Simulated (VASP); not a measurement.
# KTaO3 in VASP: a series of runs

The runs below take KTaO3 through electric field gradients, with LDA.

Program: VASP 6.6.1. These are calculated values, not measurements. Logs are shortened: lines on timing, memory, paths and dates and some standing lists are left out, and cuts for length are marked.

### Step 1. The cell of the first run

The structure is cubic, space group Pm-3m (No. 221). Conventional cell: a = 4.002 Å, b = 4.002 Å, c = 4.002 Å, α = 90.00°, β = 90.00°, γ = 90.00°. Within 3.7 Å of K (site symmetry m-3m) lie 12 O at 2.83 Å and 8 Ta at 3.47 Å. Within 2.7 Å of Ta (site symmetry m-3m) lie 6 O at 2.00 Å. Within 2.7 Å of O (site symmetry 4/mmm) lie 2 Ta at 2.00 Å.

### Step 2. Electric field gradients, LDA (volume scaled by 1.01)

File INCAR:

```
SYSTEM = KTaO3
PREC     = Accurate       ! precision mode
ENCUT    = 520            ! plane-wave cutoff, eV
EDIFF    = 1E-8           ! SCF threshold, eV
ISMEAR   = -1             ! smearing method
SIGMA    = 0.01           ! smearing width, eV
LREAL    = .False.        ! projectors in reciprocal space
LASPH    = .True.         ! aspherical terms in the spheres
NELM     = 120            ! most SCF steps
ALGO     = Normal         ! electronic algorithm
ISIF     = 2              ! what is computed and relaxed
LWAVE    = .False.        ! write WAVECAR
LCHARG   = .False.        ! write CHGCAR
LEFG     = .True.       
NBANDS   = 27             ! bands
GGA_COMPAT= .False.
```

File KPOINTS:

```
regular mesh
0
Gamma
  5 5 5
  0 0 0
```

File POSCAR:

```
KTaO3
1.0
    4.0015502635      0.0000000000      0.0000000000
    0.0000000000      4.0015502635      0.0000000000
    0.0000000000      0.0000000000      4.0015502635
K Ta O
1 1 3
Direct
    0.5000000000      0.5000000000      0.5000000000
    0.0000000000      0.0000000000      0.0000000000
    0.5000000000      0.0000000000      0.0000000000
    0.0000000000      0.5000000000      0.0000000000
    0.0000000000      0.0000000000      0.5000000000
```

Potentials or basis: VASP PAW LDA potentials, release 64 (K_sv, Ta_pv, O).

Run with:

```bash
> cat potpaw_LDA.64/K_sv/POTCAR potpaw_LDA.64/Ta_pv/POTCAR potpaw_LDA.64/O/POTCAR > POTCAR
> mpirun -np 1 vasp_std > vasp.out
```

OUTCAR:

```text
SYSTEM = KTaO3
   PREC = Accurate
   ENCUT = 520
   EDIFF = 1E-8
   ISMEAR = -1
   LREAL = .False.
   LASPH = .True.
   NELM = 120
   ISIF = 2

 ion  position               nearest neighbor table
   1  0.500  0.500  0.500-   3 2.83   4 2.83   5 2.83   3 2.83   4 2.83   3 2.83   5 2.83   3 2.83
                             4 2.83   5 2.83   4 2.83   5 2.83   2 3.47   2 3.47   2 3.47   2 3.47
   2  0.000  0.000  0.000-   3 2.00   4 2.00   5 2.00   5 2.00   4 2.00   3 2.00   1 3.47   1 3.47
                             1 3.47   1 3.47   1 3.47   1 3.47   1 3.47   1 3.47
   3  0.500  0.000  0.000-   2 2.00   2 2.00   1 2.83   1 2.83   1 2.83   1 2.83
   4  0.000  0.500  0.000-   2 2.00   2 2.00   1 2.83   1 2.83   1 2.83   1 2.83
   5  0.000  0.000  0.500-   2 2.00   2 2.00   1 2.83   1 2.83   1 2.83   1 2.83

  LATTYP: Found a simple cubic cell.
 ALAT       =     4.0015502635

  Lattice vectors:

 A1 = (   4.0015502635,   0.0000000000,   0.0000000000)
 A2 = (   0.0000000000,   4.0015502635,   0.0000000000)
 A3 = (   0.0000000000,   0.0000000000,   4.0015502635)

Analysis of symmetry for initial positions (statically):
=====================================================================
 Subroutine PRICEL returns:
 Original cell was already a primitive cell.

 Routine SETGRP: Setting up the symmetry group for a
 simple cubic supercell.

 Subroutine GETGRP returns: Found 48 space group operations
 (whereof 48 operations were pure point group operations)
 out of a pool of 48 trial point group operations.

The static configuration has the point symmetry O_h .

Analysis of symmetry for dynamics (positions and initial velocities):
=====================================================================
 Subroutine PRICEL returns:
 Original cell was already a primitive cell.

 Routine SETGRP: Setting up the symmetry group for a
 simple cubic supercell.

 Subroutine GETGRP returns: Found 48 space group operations
 (whereof 48 operations were pure point group operations)
 out of a pool of 48 trial point group operations.

The dynamic configuration has the point symmetry O_h .

 Subroutine INISYM returns: Found 48 space group operations
 (whereof 48 operations are pure point group operations),
 and found     1 'primitive' translations

----------------------------------------------------------------------------------------

                                     Primitive cell

  volume of cell :      64.0744

  direct lattice vectors                    reciprocal lattice vectors
     4.001550264  0.000000000  0.000000000     0.249903146  0.000000000  0.000000000
     0.000000000  4.001550264  0.000000000     0.000000000  0.249903146  0.000000000
     0.000000000  0.000000000  4.001550264     0.000000000  0.000000000  0.249903146

  length of vectors
     4.001550264  4.001550264  4.001550264     0.249903146  0.249903146  0.249903146

  position of ions in fractional coordinates (direct lattice)
     0.500000000  0.500000000  0.500000000
     0.000000000  0.000000000  0.000000000
     0.500000000  0.000000000  0.000000000
     0.000000000  0.500000000  0.000000000
     0.000000000  0.000000000  0.500000000

  ion indices of the primitive-cell ions
   primitive index   ion index
                 1           1
                 2           2
                 3           3
                 4           4
                 5           5

----------------------------------------------------------------------------------------

 KPOINTS: regular mesh

Automatic generation of k-mesh.
 Grid dimensions read from file:
 generate k-points for:    5    5    5

 Generating k-lattice:

[... 34 lines left out ...]
   NGX,Y,Z   is equivalent  to a cutoff of  12.46, 12.46, 12.46 a.u.
   NGXF,Y,Z  is equivalent  to a cutoff of  24.93, 24.93, 24.93 a.u.
 SYSTEM =  KTaO3
   PREC   = accura    normal or accurate (medium, high low for compatibility)
   ISTART =      0    job   : 0-new  1-cont  2-samecut
   ICHARG =      2    charge: 1-file 2-atom 10-const
   ISPIN  =      1    spin polarized calculation?
   LNONCOLLINEAR =      F non collinear calculations
   LSORBIT =      F    spin-orbit coupling
   LASPH  =      T    aspherical Exc in radial PAW
   ENCUT  =  520.0 eV  38.22 Ry    6.18 a.u.   7.44  7.44  7.44*2*pi/ulx,y,z
   NELM   =    120;   NELMIN=  2; NELMDL= -5     # of ELM steps
   EDIFF  = 0.1E-07   stopping-criterion for ELM
   LREAL  =      F    real-space projection
   EDIFFG = 0.1E-06   stopping-criterion for IOM
   NSW    =      0    number of steps for IOM
   IBRION =     -1    ionic relax: 0-MD 1-quasi-New 2-CG
   NFREE  =      0    steps in history (QN), initial steepest desc. (CG)
   ISIF   =      2    stress and relaxation
   ISYM   =      2    0-nonsym 1-usesym 2-fastsym
   POTIM  = 0.5000    time-step for ionic-motion
   TEBEG  =    0.0;   TEEND  =   0.0 temperature during run
   PSTRESS=    0.0 pullay stress
   NELECT =      38.0000    total number of electrons
   NUPDOWN=      -1.0000    fix difference up-down
   EMIN   =  10.00;   EMAX   =-10.00  energy-range for DOS
   EFERMI =   0.00;   METHOD = LEGACY
   ISMEAR =    -1;   SIGMA  =   0.01  broadening in eV -4-tet -1-fermi 0-gaus
   EFERMI_NEDOS =   21; number of points for ismear=-14 and -15
   IALGO  =     38    algorithm
   IMIX   =      4    mixing-type and parameters
     AMIX     =   0.40;   BMIX     =  1.00
     AMIX_MAG =   1.60;   BMIX_MAG =  1.00
  volume/ion in A,a.u.               =      12.81        86.48
  Fermi-wavevector in a.u.,A,eV,Ry     =   1.375438  2.599201 25.739914  1.891830
  Thomas-Fermi vector in A             =   2.500774
   LORBIT       =      0    0 simple, 1 ext, 2 COOP (PROOUT), +10 PAW based schemes
   GGA     = CA    functional components
   LHFCALC =     F    Hartree Fock is set to
   AEXX    =    0.0000 exact exchange contribution
   IVDW    =     0    specifies the selected vdW correction
   LEPSILON=     F    determine dielectric tensor
   LRPA    =     F    only Hartree local field effects (RPA)
 non-spin polarized calculation
  energy-cutoff  :      520.00
  volume of cell :       64.07
 maximum number of plane-waves:      1749
 NGX is ok and might be reduce to    30
   NGX = 15   NGY = 15   NGZ = 15

 number of electron      37.9999976 magnetization

 Free energy of the ion-electron system (eV)
  ---------------------------------------------------
  ext. energy  EPLUGINS =         0.00000000
  ---------------------------------------------------
  free energy    TOTEN  =       -45.01572421 eV

  energy without entropy =      -45.01572421  energy(sigma->0) =      -45.01572421

 E-fermi :   1.6469     XC(G=0): -11.3788

 val. band max:        1.3425059325   @ k =   0.4000   0.4000   0.4000
 cond. band min:       3.4515154541   @ k =   0.0000   0.0000   0.0000
 fundamental gap:      2.1090095216
 Fermi energy:         1.6468878236

 k-point     1 :       0.0000    0.0000    0.0000
  band No.  band energies     occupation
      1     -32.5066      2.00000
      2     -32.5066      2.00000
      3     -32.5066      2.00000
      4     -25.4265      2.00000
      5     -15.7666      2.00000
      6     -15.0304      2.00000
[... 289 lines left out ...]
     26      12.3512      0.00000
     27      13.0701      0.00000

------------------------ aborting loop because EDIFF is reached ----------------------------------------

  FORCE on cell =-STRESS in cart. coord.  units (eV):
  Direction    XX          YY          ZZ          XY          YZ          ZX
  --------------------------------------------------------------------------------------
  -------------------------------------------------------------------------------------
  Total       -2.5418894     -2.5418894     -2.5418894      0.0000000      0.0000000      0.0000000
  in kB      -63.5597817    -63.5597817    -63.5597817      0.0000000      0.0000000      0.0000000
  external PRESSURE =     -63.5597817 kB  Pullay stress =       0.0000000 kB

 VOLUME and BASIS-vectors are now :
 -----------------------------------------------------------------------------
  energy-cutoff  :      520.00
  volume of cell :       64.07
      direct lattice vectors                 reciprocal lattice vectors
     4.001550264  0.000000000  0.000000000     0.249903146  0.000000000  0.000000000
     0.000000000  4.001550264  0.000000000     0.000000000  0.249903146  0.000000000
     0.000000000  0.000000000  4.001550264     0.000000000  0.000000000  0.249903146

 POSITION                                       TOTAL-FORCE (eV/Angst)
 -----------------------------------------------------------------------------------
      2.00078      2.00078      2.00078         0.000000      0.000000      0.000000
      0.00000      0.00000      0.00000         0.000000      0.000000      0.000000
      2.00078      0.00000      0.00000         0.000000      0.000000      0.000000
      0.00000      2.00078      0.00000         0.000000      0.000000      0.000000
      0.00000      0.00000      2.00078         0.000000      0.000000      0.000000
 -----------------------------------------------------------------------------------
    total drift:                                0.000000     -0.000000      0.000000

  FREE ENERGIE OF THE ION-ELECTRON SYSTEM (eV)
  ---------------------------------------------------
  free  energy   TOTEN  =       -45.0157242124 eV

  energy  without entropy=      -45.0157242124  energy(sigma->0) =      -45.01572421

 Electric field gradients (V/A^2)
---------------------------------------------------------------------
 ion       V_xx      V_yy      V_zz      V_xy      V_xz      V_yz
---------------------------------------------------------------------
   1      -0.000    -0.000     0.000     0.000     0.000    -0.000
   2      -0.000    -0.000     0.000     0.000     0.000    -0.000
   3      16.195    -8.098    -8.098    -0.000    -0.000     0.000
   4      -8.098    16.195    -8.098     0.000     0.000     0.000
   5      -8.098    -8.098    16.195     0.000    -0.000    -0.000
---------------------------------------------------------------------

 Electric field gradients after diagonalization (V/A^2)
 (convention: |V_zz| > |V_xx| > |V_yy|)
----------------------------------------------------------------------
 ion       V_xx      V_yy      V_zz     asymmetry (V_yy - V_xx)/ V_zz
----------------------------------------------------------------------
   1      -0.000    -0.000     0.000       0.062
   2      -0.000    -0.000     0.000       0.223
   3      -8.098    -8.098    16.195       0.000
   4      -8.098    -8.098    16.195       0.000
   5      -8.098    -8.098    16.195       0.000
----------------------------------------------------------------------

           NMR quadrupolar parameters

 Cq : quadrupolar parameter    Cq=e*Q*V_zz/h
 eta: asymmetry parameters     (V_yy - V_xx)/ V_zz
 Q  : nuclear electric quadrupole moment in mb (millibarn)
----------------------------------------------------------------------
 ion       Cq(MHz)       eta       Q (mb)
----------------------------------------------------------------------
   1       0.000       0.062       1.000
   2       0.000       0.223       1.000
   3       0.039       0.000       1.000
   4       0.039       0.000       1.000
   5       0.039       0.000       1.000
----------------------------------------------------------------------
```

Run time: 18 s. Hardware: 1 thread of Intel Xeon Platinum 8488C (Sapphire Rapids), shared host; peak memory 0.15 GiB.

What came out:

| Property | Result |
| --- | --- |
| Free energy | -45.0157 eV |
| Pressure | -6.4 GPa |
| Band gap on the k mesh | 2.11 eV, indirect (least direct gap 2.63 eV) |

Levels at points of the mesh, in eV from the valence-band top:
```
           k point  band 15  band 16  band 17  band 18  band 19  band 20  band 21  band 22  band 23  band 24
(0.00, 0.00, 0.00)    -0.95    -0.95    -0.52    -0.52    -0.52     2.11     2.11     2.11     6.41     6.75
```

Electric field gradients, principal values (V/Å²):
```tsv
atom	least	middle	greatest (by size)
1 K	0.000	0.000	0.000
2 Ta	0.000	0.000	0.000
3 O	-8.098	-8.098	16.195
4 O	-8.098	-8.098	16.195
5 O	-8.098	-8.098	16.195
```

Caveat: without QUAD_EFG the Cq values of the log hold for a quadrupole moment of 1 mb, not for the nuclei; spin-orbit coupling is left out, which moves the levels of the heavy elements. A k mesh can miss the band edges.

### Step 3. Electric field gradients, LDA (volume scaled by 1.04)

File INCAR:

```
SYSTEM = KTaO3
PREC = Accurate
ENCUT = 520
EDIFF = 1E-8
ISMEAR = -1
SIGMA = 0.01
LREAL = .FALSE.
LASPH = .TRUE.
NELM = 120
ALGO = Normal
ISIF = 2
LWAVE = .FALSE.
LCHARG = .FALSE.
LEFG = .TRUE.
NBANDS = 27
GGA_COMPAT = .FALSE.
```

File KPOINTS:

```
regular mesh
0
G
  5 5 5
  0 0 0
```

Changes to POSCAR since step 2:

```diff
@@ -2,5 +2,5 @@
 1.0
-    4.0015502635      0.0000000000      0.0000000000
-    0.0000000000      4.0015502635      0.0000000000
-    0.0000000000      0.0000000000      4.0015502635
+    4.0407836503      0.0000000000      0.0000000000
+    0.0000000000      4.0407836503      0.0000000000
+    0.0000000000      0.0000000000      4.0407836503
 K Ta O
```

Potentials or basis: VASP PAW LDA potentials, release 64 (K_sv, Ta_pv, O).

Run with:

```bash
> cat potpaw_LDA.64/K_sv/POTCAR potpaw_LDA.64/Ta_pv/POTCAR potpaw_LDA.64/O/POTCAR > POTCAR
> mpirun -np 1 vasp_std > vasp.out
```

OUTCAR:

```text
SYSTEM = KTaO3
   PREC = Accurate
   ENCUT = 520
   EDIFF = 1E-8
   ISMEAR = -1
   LREAL = .FALSE.
   LASPH = .TRUE.
   NELM = 120
   ISIF = 2

 ion  position               nearest neighbor table
   1  0.500  0.500  0.500-   3 2.86   4 2.86   5 2.86   3 2.86   4 2.86   3 2.86   5 2.86   3 2.86
                             4 2.86   5 2.86   4 2.86   5 2.86   2 3.50   2 3.50   2 3.50   2 3.50
   2  0.000  0.000  0.000-   3 2.02   4 2.02   5 2.02   5 2.02   4 2.02   3 2.02   1 3.50   1 3.50
                             1 3.50   1 3.50   1 3.50   1 3.50   1 3.50   1 3.50
   3  0.500  0.000  0.000-   2 2.02   2 2.02   1 2.86   1 2.86   1 2.86   1 2.86
   4  0.000  0.500  0.000-   2 2.02   2 2.02   1 2.86   1 2.86   1 2.86   1 2.86
   5  0.000  0.000  0.500-   2 2.02   2 2.02   1 2.86   1 2.86   1 2.86   1 2.86

  LATTYP: Found a simple cubic cell.
 ALAT       =     4.0407836503

  Lattice vectors:

 A1 = (   4.0407836503,   0.0000000000,   0.0000000000)
 A2 = (   0.0000000000,   4.0407836503,   0.0000000000)
 A3 = (   0.0000000000,   0.0000000000,   4.0407836503)

Analysis of symmetry for initial positions (statically):
[... 497 lines left out ...]
 -----------------------------------------------------------------------------------
    total drift:                                0.000000     -0.000000      0.000000

  FREE ENERGIE OF THE ION-ELECTRON SYSTEM (eV)
  ---------------------------------------------------
  free  energy   TOTEN  =       -44.9109147815 eV

  energy  without entropy=      -44.9109147815  energy(sigma->0) =      -44.91091478

 Electric field gradients (V/A^2)
---------------------------------------------------------------------
 ion       V_xx      V_yy      V_zz      V_xy      V_xz      V_yz
---------------------------------------------------------------------
   1       0.000     0.000    -0.000    -0.000     0.000    -0.000
   2      -0.000     0.000    -0.000     0.000     0.000    -0.000
   3      20.518   -10.259   -10.259     0.000    -0.000     0.000
   4     -10.259    20.518   -10.259    -0.000    -0.000     0.000
   5     -10.259   -10.259    20.518    -0.000    -0.000    -0.000
---------------------------------------------------------------------

 Electric field gradients after diagonalization (V/A^2)
 (convention: |V_zz| > |V_xx| > |V_yy|)
----------------------------------------------------------------------
 ion       V_xx      V_yy      V_zz     asymmetry (V_yy - V_xx)/ V_zz
----------------------------------------------------------------------
   1       0.000     0.000    -0.000       0.025
   2      -0.000     0.000    -0.000      -0.312
   3     -10.259   -10.259    20.518       0.000
   4     -10.259   -10.259    20.518       0.000
   5     -10.259   -10.259    20.518       0.000
----------------------------------------------------------------------

           NMR quadrupolar parameters

 Cq : quadrupolar parameter    Cq=e*Q*V_zz/h
 eta: asymmetry parameters     (V_yy - V_xx)/ V_zz
 Q  : nuclear electric quadrupole moment in mb (millibarn)
----------------------------------------------------------------------
 ion       Cq(MHz)       eta       Q (mb)
----------------------------------------------------------------------
   1      -0.000       0.025       1.000
   2      -0.000      -0.312       1.000
   3       0.050       0.000       1.000
   4       0.050       0.000       1.000
   5       0.050       0.000       1.000
----------------------------------------------------------------------
```

OSZICAR:

```text
N       E                     dE             d eps       ncg     rms          rms(c)
DAV:   1     0.316907695756E+03    0.31691E+03   -0.20238E+04   540   0.140E+03
DAV:   2    -0.333749297721E+02   -0.35028E+03   -0.33876E+03   629   0.410E+02
DAV:   3    -0.526910648405E+02   -0.19316E+02   -0.19231E+02   757   0.911E+01
DAV:   4    -0.533777158330E+02   -0.68665E+00   -0.68530E+00   920   0.113E+01
DAV:   5    -0.533816230560E+02   -0.39072E-02   -0.39066E-02   716   0.822E-01    0.314E+01
DAV:   6    -0.453677995773E+02    0.80138E+01   -0.34647E+01   616   0.385E+01    0.121E+01
DAV:   7    -0.450336672087E+02    0.33413E+00   -0.21760E+00   695   0.910E+00    0.858E+00
DAV:   8    -0.449386066440E+02    0.95061E-01   -0.49435E-01   655   0.561E+00    0.268E+00
DAV:   9    -0.449132473749E+02    0.25359E-01   -0.44832E-02   626   0.169E+00    0.371E-01
DAV:  10    -0.449112345402E+02    0.20128E-02   -0.19443E-02   700   0.864E-01    0.194E-01
DAV:  11    -0.449109571227E+02    0.27742E-03   -0.30084E-03   668   0.311E-01    0.598E-02
DAV:  12    -0.449109185300E+02    0.38593E-04   -0.11994E-04   775   0.858E-02    0.227E-02
DAV:  13    -0.449109148580E+02    0.36720E-05   -0.19504E-05   700   0.263E-02    0.406E-03
DAV:  14    -0.449109147879E+02    0.70097E-07   -0.10900E-06   770   0.814E-03    0.163E-03
DAV:  15    -0.449109147815E+02    0.64369E-08   -0.49248E-08   719   0.141E-03
   1 F= -.44910915E+02 E0= -.44910915E+02  d E =-.240339E-15
```

Run time: 18 s. Hardware: 1 thread of Intel Xeon Platinum 8488C (Sapphire Rapids), shared host; peak memory 0.15 GiB.

What came out:

```yaml
Free_energy: -44.9109 eV
Pressure: -11.5 GPa
Band_gap_on_the_k_mesh: 2.04 eV, indirect (least direct gap 2.58 eV)
```

Levels at points of the mesh, in eV from the valence-band top:
| k point | band 16 | band 17 | band 18 | band 19 | band 20 | band 21 | band 22 | band 23 |
| --- | --- | --- | --- | --- | --- | --- | --- | --- |
| (0.00, 0.00, 0.00) | -0.91 | -0.53 | -0.53 | -0.53 | 2.04 | 2.04 | 2.04 | 6.18 |

Electric field gradients, principal values (V/Å²):
```
atom    least   middle  greatest (by size)
 1 K    0.000    0.000               0.000
2 Ta    0.000    0.000               0.000
 3 O  -10.259  -10.259              20.518
 4 O  -10.259  -10.259              20.518
 5 O  -10.259  -10.259              20.518
```

Caveat: without QUAD_EFG the Cq values of the log hold for a quadrupole moment of 1 mb, not for the nuclei; spin-orbit coupling is left out, which moves the levels of the heavy elements. A k mesh can miss the band edges.

(Continued in part 2 of 3.)
